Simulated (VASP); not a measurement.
Set up this calculation in VASP 6.6.1, as the native input.

```yaml
Task: relaxation of cell and atoms
Functional: LDA
Potentials_or_basis: VASP PAW LDA potentials, release 64 (Cu, I)
Cutoff: 600 eV
k_mesh: 6 × 6 × 6
Occupations: fermi-dirac, width 0.02 eV
Spin: no spin polarisation
Dipole_correction: no
Further_INCAR_settings: ALGO = Normal; EDIFF = 1e-06; IBRION = 2; EDIFFG = -0.005; NSW = 80; ISIF = 3
```

The structure of CuI lies in POSCAR:

```
CuI
1.0
    0.0000000000      3.0404536445      3.0404536445
    3.0404536445      0.0000000000      3.0404536445
    3.0404536445      3.0404536445      0.0000000000
Cu I
1 1
Direct
    0.0000000000      0.0000000000      0.0000000000
    0.2500000000      0.2500000000      0.2500000000
```

The input as run:

INCAR

```
SYSTEM = CuI
  PREC = Accurate
  ENCUT = 600
  EDIFF = 1E-6
  ISMEAR = -1
  SIGMA = 0.02
  LREAL = .False.
  LASPH = .True.
  NELM = 60
  ALGO = Normal
  ISIF = 3
  LWAVE = .False.
  LCHARG = .False.
  IBRION = 2
  NSW = 80
  EDIFFG = -0.005
```

KPOINTS

```
Automatic mesh
0
Gamma
  6 6 6
  0 0 0
```

Potentials or basis: VASP PAW LDA potentials, release 64 (Cu, I).

Command:

```sh
$ cat potpaw_LDA.64/Cu/POTCAR potpaw_LDA.64/I/POTCAR > POTCAR
$ mpirun -np 1 vasp_std > vasp.out
```

It gave:

```json
{"Relaxed volume": "25.26 Å³/atom", "Relaxed cell": "a = 4.150 Å, b = 4.150 Å, c = 4.150 Å, α = 60.00°, β = 60.00°, γ = 60.00°", "Space group after relaxing (to 0.05 Å)": "F-43m (No. 216)", "Energy gained by relaxing": "45.8 meV/atom", "Ionic steps": "5", "Pressure after relaxing": "0.0 GPa", "Band gap on the k mesh": "1.27 eV, direct"}
```

Caveat: spin-orbit coupling is left out, which moves the levels of the heavy elements.

It took 39 s on 1 thread of Intel Xeon 6975P-C (shared host), peak memory 0.18 GiB.
